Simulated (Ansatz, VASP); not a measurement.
Two plane-wave programs on GaN

```
Ga N
1.0
     3.18893    0.00000    0.00000
    -1.59447    2.76169    0.00000
     0.00000    0.00000    5.19236
Ga N
2 2
Direct
  0.66667 0.33333 0.49908
  0.33333 0.66667 0.99908
  0.66667 0.33333 0.87592
  0.33333 0.66667 0.37592
```

Alike in both runs: task relaxation of cell and atoms; functional LDA; k mesh 12 × 12 × 6; occupations gaussian, width 0.02 eV; no spin polarisation.

|  | VASP | Ansatz |
| --- | --- | --- |
| version | VASP 6.6.1 | Ansatz 0.2.0 |
| potentials or method | VASP PAW LDA potentials, release 64 (Ga_d, N), cutoff 600 eV | scalar-relativistic, plane waves, PAW |
| valence electrons in the cell | 36 | 36 |

Ansatz gave:

| Item | Value |
| --- | --- |
| gap on the k mesh at the Fermi level, each at its own relaxed structure (eV) | 2.13 |
| relaxed volume (Å³/atom) | 11.05 |
| relaxed cell length with the largest relative difference (Å) | 3.152 |

What did VASP give for the same quantities?

gap on the k mesh at the Fermi level, each at its own relaxed structure (eV): 2.11; relaxed volume (Å³/atom): 11.11; relaxed cell length with the largest relative difference (Å): 3.158.

LDA's correlation is that of Perdew and Zunger in VASP and of Perdew and Wang (1992) in Ansatz.
